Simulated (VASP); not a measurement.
A run of VASP 6.6.1 is set up as follows.

Contents of INCAR:

```
SYSTEM = Co
PREC     = Accurate       ! precision mode
ENCUT    = 520            ! plane-wave cutoff, eV
EDIFF    = 1E-6           ! SCF threshold, eV
ISMEAR   = -1             ! smearing method
SIGMA    = 0.05           ! smearing width, eV
LREAL    = .FALSE.        ! projectors in reciprocal space
LASPH    = .TRUE.         ! aspherical terms in the spheres
NELM     = 150            ! most SCF steps
ALGO     = Normal         ! electronic algorithm
ISIF     = 2              ! what is computed and relaxed
LWAVE    = .FALSE.        ! write WAVECAR
LCHARG   = .TRUE.         ! write CHGCAR
ISPIN    = 2              ! spin polarisation
MAGMOM   = 2 2            ! initial moments
LORBIT   = 11             ! projections on sites
LMAXMIX  = 4              ! l up to which the mixer works
GGA      = PS             ! functional
LELF     = .TRUE.         ! ELF
LVHAR    = .TRUE.       
NBANDS   = 20             ! bands
```

The input KPOINTS:

```
regular mesh
0
G
  19 19 10
  0 0 0
```

The input POSCAR:

```
Co
1.0
    2.5945708955      0.0000000000      0.0000000000
   -1.2972854477      2.2469643074      0.0000000000
    0.0000000000      0.0000000000      4.0910000000
Co
2
Direct
    0.3333333333      0.6666666667      0.2500000000
    0.6666666667      0.3333333333      0.7500000000
```

Potentials or basis: VASP PAW PBE potentials, release 64 (Co).

Command:

```sh
$ cat potpaw_PBE.64/Co/POTCAR > POTCAR
$ mpirun -np 1 vasp_std > vasp.out
```

Problem. Predict the site moments.

Solution. Co +1.70 μB.

Problem. Estimate the net moment.

Solution. 3.33 μB per cell.

Problem. Predict the pressure.

Solution. -24.6 GPa.

Stress tensor (GPa, compression positive):
```
-26.26   0.00   0.00
  0.00 -26.26   0.00
  0.00   0.00 -21.40
```

Caveat: the cell differs from its parent crystal (equal xx and yy strain of +3 %); the cell stands under tension; the PAW data sets were made with another functional, which shifts forces and pressure a little.
